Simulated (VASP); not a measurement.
A run of VASP 6.6.1:

INCAR

```
SYSTEM = Li
PREC = Accurate
ENCUT = 520
EDIFF = 1E-6
ISMEAR = -1
SIGMA = 0.1
LREAL = .FALSE.
LASPH = .TRUE.
NELM = 60
ALGO = Normal
ISIF = 2
LWAVE = .FALSE.
LCHARG = .TRUE.
GGA = VW
LELF = .TRUE.
LVHAR = .TRUE.
NBANDS = 8
```

Contents of KPOINTS:

```
Automatic mesh
0
G
  10 10 10
  0 0 0
```

File POSCAR:

```
Li
1.0
    0.0000000000      2.1872210312      2.1872210312
    2.1872210312      0.0000000000      2.1872210312
    2.1872210312      2.1872210312      0.0000000000
Li
1
Direct
    0.0000000000      0.0000000000      0.0000000000
```

Potentials or basis: VASP PAW PBE potentials, release 64 (Li_sv).

Launch:

```console
$ cat potpaw_PBE.64/Li_sv/POTCAR > POTCAR
$ mpirun -np 1 vasp_std > vasp.out
```

Hardware: 1 thread of AMD EPYC 7R13 Processor (Zen 3), on a shared host.

Estimate the wall time of this run.

Run time: 5.2 s on 1 thread of AMD EPYC 7R13 Processor (Zen 3), on a shared host, peak memory 0.09 GiB. Counts: scf iterations 9, k points 47.
